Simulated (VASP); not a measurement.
# GeP5 (P-6m2) in VASP: a series of runs

Runs on GeP5. Level: PBE. Tasks: single point, relaxation of cell and atoms.

All numbers are computed with VASP 6.6.1; they aren't measurements. Logs are shortened: lines on timing, memory, paths and dates and some standing lists are left out, and cuts for length are marked.

**1. The cell of the first run**

It takes space group P-6m2 (No. 187, hexagonal). Conventional cell: a = 5.957 Å, b = 5.957 Å, c = 4.067 Å, α = 90.00°, β = 90.00°, γ = 120.00°. Ge (site symmetry -6m2) has 21 P at 3.44 to 4.00 Å and 2 Ge at 4.07 Å within 4.5 Å. Within 2.6 Å of P (site symmetry mm2) lie 3 P at 1.87 to 2.57 Å. P (site symmetry -6m2) has 3 P at 1.87 Å within 2.5 Å. P (site symmetry -6m2) has 6 P at 2.57 Å and 3 Ge at 3.44 Å within 3.5 Å.

The cell was built from a structure type or drawn by symmetry, and may not be a known phase.

**2. Single point, PBE**

File INCAR:

```
  PREC = Accurate
  ENCUT = 520
  EDIFF = 1E-6
  ISMEAR = 0
  SIGMA = 0.1
  LREAL = F
  LASPH = T
  NELM = 80
  ALGO = Normal
  ISIF = 2
  LWAVE = F
  LCHARG = F
  GGA = PE
  NBANDS = 28
```

File KPOINTS:

```
Automatic mesh
0
Gamma
  3 3 4
```

File POSCAR:

```
GeP5
1.0
    5.9568059900      0.0000000000      0.0000000000
   -2.9784030000      5.1587453100      0.0000000000
    0.0000000000      0.0000000000      4.0669516300
Ge P
1 5
Direct
    0.6666666700      0.3333333300      0.5000000000
    0.1521055400      0.8478944600      0.0000000000
    0.1521055400      0.3042110900      0.0000000000
    0.6957889100      0.8478944600      0.0000000000
    0.3333333300      0.6666666700      0.0000000000
    0.0000000000      0.0000000000      0.5000000000
```

Potentials or basis: VASP PAW PBE potentials, release 64 (Ge_d, P).

On the command line:

```
$ cat potpaw_PBE.64/Ge_d/POTCAR potpaw_PBE.64/P/POTCAR > POTCAR
$ mpirun -np 1 vasp_std > vasp.out
```

OUTCAR:

```text
PREC = Accurate
   ENCUT = 520
   EDIFF = 1E-6
   ISMEAR = 0
   LREAL = F
   LASPH = T
   NELM = 80
   ISIF = 2
   GGA = PE

 ion  position               nearest neighbor table
   1  0.667  0.333  0.500-
   2  0.152  0.848  0.000-   5 1.87   6 2.57   6 2.57   4 2.72   3 2.72
   3  0.152  0.304  0.000-   5 1.87   6 2.57   6 2.57   4 2.72   2 2.72
   4  0.696  0.848  0.000-   5 1.87   6 2.57   6 2.57   3 2.72   2 2.72
   5  0.333  0.667  0.000-   4 1.87   3 1.87   2 1.87
   6  0.000  0.000  0.500-   2 2.57   2 2.57   4 2.57   4 2.57   3 2.57   3 2.57

  LATTYP: Found a hexagonal cell.
 ALAT       =     5.9568059900
 C/A-ratio  =     0.6827403204

  Lattice vectors:

 A1 = (   5.9568059900,   0.0000000000,   0.0000000000)
 A2 = (  -2.9784030000,   5.1587453100,   0.0000000000)
 A3 = (   0.0000000000,   0.0000000000,   4.0669516300)

Analysis of symmetry for initial positions (statically):
=====================================================================
 Subroutine PRICEL returns:
 Original cell was already a primitive cell.

 Routine SETGRP: Setting up the symmetry group for a
 hexagonal supercell.

 Subroutine GETGRP returns: Found 12 space group operations
 (whereof 12 operations were pure point group operations)
 out of a pool of 24 trial point group operations.

The static configuration has the point symmetry D_3h.

Analysis of symmetry for dynamics (positions and initial velocities):
=====================================================================
 Subroutine PRICEL returns:
 Original cell was already a primitive cell.

 Routine SETGRP: Setting up the symmetry group for a
 hexagonal supercell.

 Subroutine GETGRP returns: Found 12 space group operations
 (whereof 12 operations were pure point group operations)
 out of a pool of 24 trial point group operations.

The dynamic configuration has the point symmetry D_3h.

 Subroutine INISYM returns: Found 12 space group operations
 (whereof 12 operations are pure point group operations),
 and found     1 'primitive' translations

----------------------------------------------------------------------------------------

                                     Primitive cell

  volume of cell :     124.9760

  direct lattice vectors                    reciprocal lattice vectors
     5.956805990  0.000000000  0.000000000     0.167875201  0.096922792  0.000000000
    -2.978403000  5.158745310  0.000000000     0.000000000  0.193845585  0.000000000
     0.000000000  0.000000000  4.066951630     0.000000000  0.000000000  0.245884409

  length of vectors
     5.956805990  5.956805990  4.066951630     0.193845585  0.193845585  0.245884409

  position of ions in fractional coordinates (direct lattice)
     0.666666670  0.333333330  0.500000000
     0.152105540  0.847894460  0.000000000
     0.152105540  0.304211090  0.000000000
     0.695788910  0.847894460  0.000000000
     0.333333330  0.666666670  0.000000000
     0.000000000  0.000000000  0.500000000

  ion indices of the primitive-cell ions
   primitive index   ion index
                 1           1
                 2           2
                 3           3
                 4           4
                 5           5
                 6           6

----------------------------------------------------------------------------------------

 KPOINTS: Automatic mesh

Automatic generation of k-mesh.
 Grid dimensions read from file:
 generate k-points for:    3    3    4

 Generating k-lattice:

  Cartesian coordinates                     Fractional coordinates (reciprocal lattice)
     0.055958400  0.032307597  0.000000000     0.333333333 -0.000000000  0.000000000
     0.000000000  0.064615195  0.000000000     0.000000000  0.333333333  0.000000000
     0.000000000  0.000000000  0.061471102     0.000000000  0.000000000  0.250000000

  Length of vectors
     0.064615195  0.064615195  0.061471102

  Shift w.r.t. Gamma in fractional coordinates (k-lattice)
     0.000000000  0.000000000  0.000000000

 Subroutine IBZKPT returns following result:
 ===========================================

 Found      9 irreducible k-points:

 Following reciprocal coordinates:
            Coordinates               Weight
  0.000000  0.000000  0.000000      1.000000
  0.333333  0.000000  0.000000      6.000000
  0.333333  0.333333  0.000000      2.000000
  0.000000  0.000000  0.250000      2.000000
  0.333333  0.000000  0.250000     12.000000
  0.333333  0.333333  0.250000      4.000000
  0.000000  0.000000  0.500000      1.000000
  0.333333  0.000000  0.500000      6.000000
  0.333333  0.333333  0.500000      2.000000
   k-points           NKPTS =      9   k-points in BZ     NKDIM =      9   number of bands    NBANDS=     28
   number of dos      NEDOS =    301   number of ions     NIONS =      6
   total plane-waves  NPLWV =  69120
   dimension x,y,z NGX =    48 NGY =   48 NGZ =   30
   dimension x,y,z NGXF=    96 NGYF=   96 NGZF=   60
   ions per type =               1   5
   NGX,Y,Z   is equivalent  to a cutoff of  13.40, 13.40, 12.26 a.u.
   NGXF,Y,Z  is equivalent  to a cutoff of  26.79, 26.79, 24.53 a.u.
 SYSTEM =  unknown system
   PREC   = accura    normal or accurate (medium, high low for compatibility)
   ISTART =      0    job   : 0-new  1-cont  2-samecut
   ICHARG =      2    charge: 1-file 2-atom 10-const
   ISPIN  =      1    spin polarized calculation?
   LNONCOLLINEAR =      F non collinear calculations
   LSORBIT =      F    spin-orbit coupling
   LASPH  =      T    aspherical Exc in radial PAW
   ENCUT  =  520.0 eV  38.22 Ry    6.18 a.u.  11.08 11.08  7.56*2*pi/ulx,y,z
   NELM   =     80;   NELMIN=  2; NELMDL= -5     # of ELM steps
   EDIFF  = 0.1E-05   stopping-criterion for ELM
   LREAL  =      F    real-space projection
   EDIFFG = 0.1E-04   stopping-criterion for IOM
   NSW    =      0    number of steps for IOM
   IBRION =     -1    ionic relax: 0-MD 1-quasi-New 2-CG
   NFREE  =      0    steps in history (QN), initial steepest desc. (CG)
   ISIF   =      2    stress and relaxation
   ISYM   =      2    0-nonsym 1-usesym 2-fastsym
   POTIM  = 0.5000    time-step for ionic-motion
   TEBEG  =    0.0;   TEEND  =   0.0 temperature during run
   PSTRESS=    0.0 pullay stress
   NELECT =      39.0000    total number of electrons
   NUPDOWN=      -1.0000    fix difference up-down
   EMIN   =  10.00;   EMAX   =-10.00  energy-range for DOS
   EFERMI =   0.00;   METHOD = LEGACY
   ISMEAR =     0;   SIGMA  =   0.10  broadening in eV -4-tet -1-fermi 0-gaus
   EFERMI_NEDOS =   21; number of points for ismear=-14 and -15
   IALGO  =     38    algorithm
   IMIX   =      4    mixing-type and parameters
     AMIX     =   0.40;   BMIX     =  1.00
     AMIX_MAG =   1.60;   BMIX_MAG =  1.00
  volume/ion in A,a.u.               =      20.83       140.56
  Fermi-wavevector in a.u.,A,eV,Ry     =   1.110421  2.098391 16.776445  1.233034
  Thomas-Fermi vector in A             =   2.246972
   LORBIT       =      0    0 simple, 1 ext, 2 COOP (PROOUT), +10 PAW based schemes
   GGA     = PE    functional components
   LHFCALC =     F    Hartree Fock is set to
   AEXX    =    0.0000 exact exchange contribution
   IVDW    =     0    specifies the selected vdW correction
   LEPSILON=     F    determine dielectric tensor
   LRPA    =     F    only Hartree local field effects (RPA)
 non-spin polarized calculation
 Gauss-broadening in eV      SIGMA  =   0.10
  energy-cutoff  :      520.00
  volume of cell :      124.98
 maximum number of plane-waves:      3375
 NGX is ok and might be reduce to    48
   NGX = 23   NGY = 23   NGZ = 15

 number of electron      38.9999993 magnetization

 Free energy of the ion-electron system (eV)
  ---------------------------------------------------
  ext. energy  EPLUGINS =         0.00000000
  ---------------------------------------------------
  free energy    TOTEN  =       -24.22615253 eV

  energy without entropy =      -24.20113351  energy(sigma->0) =      -24.21364302

 E-fermi :   5.5776     XC(G=0):  -9.6262

 val. band max:        5.5517188897   @ k =   0.3333   0.0000   0.5000
 cond. band min:       5.6387196130   @ k =   0.3333   0.0000   0.2500
 fundamental gap:      0.0870007233
 Fermi energy:         5.5775659601

 k-point     1 :       0.0000    0.0000    0.0000
  band No.  band energies     occupation
      1     -20.0198      2.00000
      2     -20.0198      2.00000
      3     -19.9993      2.00000
      4     -19.9993      2.00000
      5     -19.9955      2.00000
      6     -10.3907      2.00000
[... 20 lines left out ...]
     27       9.0376      0.00000
     28       9.8293      0.00000

 k-point     2 :       0.3333    0.0000    0.0000
  band No.  band energies     occupation
      1     -20.0198      2.00000
      2     -20.0197      2.00000
      3     -19.9993      2.00000
      4     -19.9993      2.00000
      5     -19.9955      2.00000
      6     -10.1101      2.00000
[... 20 lines left out ...]
     27       9.7044      0.00000
     28       9.9222      0.00000

 k-point     3 :       0.3333    0.3333    0.0000
  band No.  band energies     occupation
      1     -20.0198      2.00000
      2     -20.0197      2.00000
      3     -19.9993      2.00000
      4     -19.9993      2.00000
      5     -19.9955      2.00000
      6      -9.8945      2.00000
[... 20 lines left out ...]
     27       9.7653      0.00000
     28      11.0930      0.00000

 k-point     4 :       0.0000    0.0000    0.2500
  band No.  band energies     occupation
      1     -20.0197      2.00000
      2     -20.0197      2.00000
      3     -19.9998      2.00000
      4     -19.9998      2.00000
      5     -19.9939      2.00000
      6     -10.2212      2.00000
[... 113 lines left out ...]
     27      10.1198      0.00000
     28      10.1200      0.00000

 k-point     8 :       0.3333    0.0000    0.5000
  band No.  band energies     occupation
      1     -20.0197      2.00000
      2     -20.0197      2.00000
      3     -20.0003      2.00000
      4     -20.0002      2.00000
      5     -19.9922      2.00000
      6      -9.8480      2.00000
[... 20 lines left out ...]
     27      10.2472      0.00000
     28      11.4906      0.00000

 k-point     9 :       0.3333    0.3333    0.5000
  band No.  band energies     occupation
      1     -20.0197      2.00000
      2     -20.0196      2.00000
      3     -20.0003      2.00000
      4     -20.0002      2.00000
      5     -19.9922      2.00000
      6      -9.7329      2.00000
[... 20 lines left out ...]
     27      10.7028      0.00000
     28      10.9967      0.00000

------------------------ aborting loop because EDIFF is reached ----------------------------------------

  FORCE on cell =-STRESS in cart. coord.  units (eV):
  Direction    XX          YY          ZZ          XY          YZ          ZX
  --------------------------------------------------------------------------------------
  -------------------------------------------------------------------------------------
  Total       15.3843766     15.3843766     -1.8278210     -0.0000000      0.0000000      0.0000000
  in kB      197.2258946    197.2258944    -23.4324493     -0.0000002      0.0000000      0.0000000
  external PRESSURE =     123.6731132 kB  Pullay stress =       0.0000000 kB

 VOLUME and BASIS-vectors are now :
 -----------------------------------------------------------------------------
  energy-cutoff  :      520.00
  volume of cell :      124.98
      direct lattice vectors                 reciprocal lattice vectors
     5.956805990  0.000000000  0.000000000     0.167875201  0.096922792  0.000000000
    -2.978403000  5.158745310  0.000000000     0.000000000  0.193845585  0.000000000
     0.000000000  0.000000000  4.066951630     0.000000000  0.000000000  0.245884409

 POSITION                                       TOTAL-FORCE (eV/Angst)
 -----------------------------------------------------------------------------------
      2.97840      1.71958      2.03348         0.000000      0.000000     -0.000000
     -1.61931      4.37407      0.00000        -5.619193      3.244242      0.000000
     -0.00000      1.56935      0.00000         0.000000     -6.488485     -0.000000
      1.61931      4.37407      0.00000         5.619193      3.244242      0.000000
     -0.00000      3.43916      0.00000         0.000000      0.000000     -0.000000
      0.00000      0.00000      2.03348         0.000000      0.000000     -0.000000
 -----------------------------------------------------------------------------------
    total drift:                               -0.000000      0.000000     -0.000000

  FREE ENERGIE OF THE ION-ELECTRON SYSTEM (eV)
  ---------------------------------------------------
  free  energy   TOTEN  =       -24.2261525290 eV

  energy  without entropy=      -24.2011335142  energy(sigma->0) =      -24.21364302
```

Wall time 72 s (1 thread of Intel Xeon 8259CL, shared host); peak memory 0.24 GiB.

What came out:

- Free energy: -24.2262 eV
- Pressure: 12.4 GPa
- Largest force: 6.488 eV/Å
- Band gap on the k mesh: zero (an odd number of electrons rules out a gap without spin polarisation)

Forces on the atoms (eV/Å):
```
Ge   0.000  0.000  0.000
P   -5.619  3.244  0.000
P    0.000 -6.488  0.000
P    5.619  3.244  0.000
P    0.000  0.000  0.000
P    0.000  0.000  0.000
```

Caveat: the k points lie up to 0.41 Å⁻¹ apart, too coarse for converged energies and pressures of a metal; forces of over 1 eV/Å act on the atoms, so gaps and moduli don't describe the material at rest.

**3. Single point, PBE**

This run uses another cell than the first one, of 21.98 Å³/atom.

File INCAR:

```
PREC     = Accurate       # precision mode
ENCUT    = 520            # plane-wave cutoff, eV
EDIFF    = 1E-6           # SCF threshold, eV
ISMEAR   = 0              # smearing method
SIGMA    = 0.1            # smearing width, eV
LREAL    = False          # projectors in reciprocal space
LASPH    = True           # aspherical terms in the spheres
NELM     = 80             # most SCF steps
ALGO     = Normal         # electronic algorithm
ISIF     = 2              # what is computed and relaxed
LWAVE    = False          # write WAVECAR
LCHARG   = False          # write CHGCAR
GGA      = PE             # functional
NBANDS   = 28             # bands
```

File KPOINTS:

```
regular mesh
0
Gamma
  3 3 4
```

File POSCAR:

```
GeP5
1.0
    6.1467740166      0.0000000030      0.0000000000
   -3.0733870109      5.3232624482      0.0000000000
    0.0000000000      0.0000000000      4.0295543861
Ge P
1 5
Direct
    0.6666666667      0.3333333333      0.5000000000
    0.1314306142      0.8685693858      0.0000000000
    0.1314306142      0.2628612284      0.0000000000
    0.7371387716      0.8685693858      0.0000000000
    0.3333333333      0.6666666667      0.0000000000
    0.0000000000      0.0000000000      0.5000000000
```

Potentials or basis: VASP PAW PBE potentials, release 64 (Ge_d, P).

On the command line:

```
$ cat potpaw_PBE.64/Ge_d/POTCAR potpaw_PBE.64/P/POTCAR > POTCAR
$ mpirun -np 1 vasp_std > vasp.out
```

OUTCAR:

```text
PREC = Accurate
   ENCUT = 520
   EDIFF = 1E-6
   ISMEAR = 0
   LREAL = False
   LASPH = True
   NELM = 80
   ISIF = 2
   GGA = PE

 ion  position               nearest neighbor table
   1  0.667  0.333  0.500-
   2  0.131  0.869  0.000-   5 2.15   4 2.42   3 2.42   6 2.45   6 2.45
   3  0.131  0.263  0.000-   5 2.15   4 2.42   2 2.42   6 2.45   6 2.45
   4  0.737  0.869  0.000-   5 2.15   2 2.42   3 2.42   6 2.45   6 2.45
   5  0.333  0.667  0.000-   2 2.15   4 2.15   3 2.15
   6  0.000  0.000  0.500-   4 2.45   4 2.45   2 2.45   2 2.45   3 2.45   3 2.45

  LATTYP: Found a hexagonal cell.
 ALAT       =     6.1467740166
 C/A-ratio  =     0.6555559673

  Lattice vectors:

 A1 = (   6.1467740166,   0.0000000030,   0.0000000000)
 A2 = (  -3.0733870109,   5.3232624482,   0.0000000000)
 A3 = (   0.0000000000,   0.0000000000,   4.0295543861)

Analysis of symmetry for initial positions (statically):
=====================================================================
 Subroutine PRICEL returns:
 Original cell was already a primitive cell.

[... 165 lines left out ...]
 cond. band min:       4.9887234926   @ k =   0.3333  -0.0000   0.2500
 fundamental gap:      0.1903117862
 Fermi energy:         4.9883254852

 k-point     1 :       0.0000    0.0000    0.0000
  band No.  band energies     occupation
      1     -20.6098      2.00000
      2     -20.6098      2.00000
      3     -20.5797      2.00000
      4     -20.5797      2.00000
      5     -20.5729      2.00000
      6     -10.5723      2.00000
[... 268 lines left out ...]
     27       9.3242      0.00000
     28       9.3247      0.00000

------------------------ aborting loop because EDIFF is reached ----------------------------------------

  FORCE on cell =-STRESS in cart. coord.  units (eV):
  Direction    XX          YY          ZZ          XY          YZ          ZX
  --------------------------------------------------------------------------------------
  -------------------------------------------------------------------------------------
  Total        0.0680259      0.0680259     -0.0162385     -0.0000000      0.0000000      0.0000000
  in kB        0.8266145      0.8266145     -0.1973216     -0.0000000      0.0000000      0.0000000
  external PRESSURE =       0.4853025 kB  Pullay stress =       0.0000000 kB

 VOLUME and BASIS-vectors are now :
 -----------------------------------------------------------------------------
  energy-cutoff  :      520.00
  volume of cell :      131.85
      direct lattice vectors                 reciprocal lattice vectors
     6.146774017  0.000000003  0.000000000     0.162686963  0.093927362  0.000000000
    -3.073387011  5.323262448  0.000000000    -0.000000000  0.187854724  0.000000000
     0.000000000  0.000000000  4.029554386     0.000000000  0.000000000  0.248166399

 POSITION                                       TOTAL-FORCE (eV/Angst)
 -----------------------------------------------------------------------------------
      3.07339      1.77442      2.01478        -0.000000     -0.000000     -0.000000
     -1.86158      4.62362      0.00000        -0.000329      0.000190      0.000000
     -0.00000      1.39928      0.00000         0.000000     -0.000380     -0.000000
      1.86158      4.62362      0.00000         0.000329      0.000190      0.000000
     -0.00000      3.54884      0.00000        -0.000000     -0.000000     -0.000000
      0.00000      0.00000      2.01478        -0.000000     -0.000000     -0.000000
 -----------------------------------------------------------------------------------
    total drift:                               -0.000001      0.000000      0.000000

  FREE ENERGIE OF THE ION-ELECTRON SYSTEM (eV)
  ---------------------------------------------------
  free  energy   TOTEN  =       -26.2806304028 eV

  energy  without entropy=      -26.2553855614  energy(sigma->0) =      -26.26800798
```

It took 64 s on 1 thread of Intel Xeon 8259CL, shared host; peak memory 0.24 GiB.

What came out:

| Quantity | Value |
| --- | --- |
| Free energy | -26.2806 eV |
| Pressure | 0.0 GPa |
| Band gap on the k mesh | zero (an odd number of electrons rules out a gap without spin polarisation) |

Stress tensor (GPa, compression positive):
```
 0.08  0.00  0.00
 0.00  0.08  0.00
 0.00  0.00 -0.02
```

Levels at points of the mesh, in eV from the Fermi level:
```csv
k point,band 18,band 19,band 20,band 21,band 22,band 23
"(0.00, 0.00, 0.00)",-0.96,-0.96,-0.48,0.54,0.54,1.88
"(0.00, 0.00, 0.50)",-0.52,-0.52,0.58,0.64,0.64,2.23
```

Caveat: the k points lie up to 0.39 Å⁻¹ apart, too coarse for converged energies and pressures of a metal.

(Continued in part 2 of 2.)
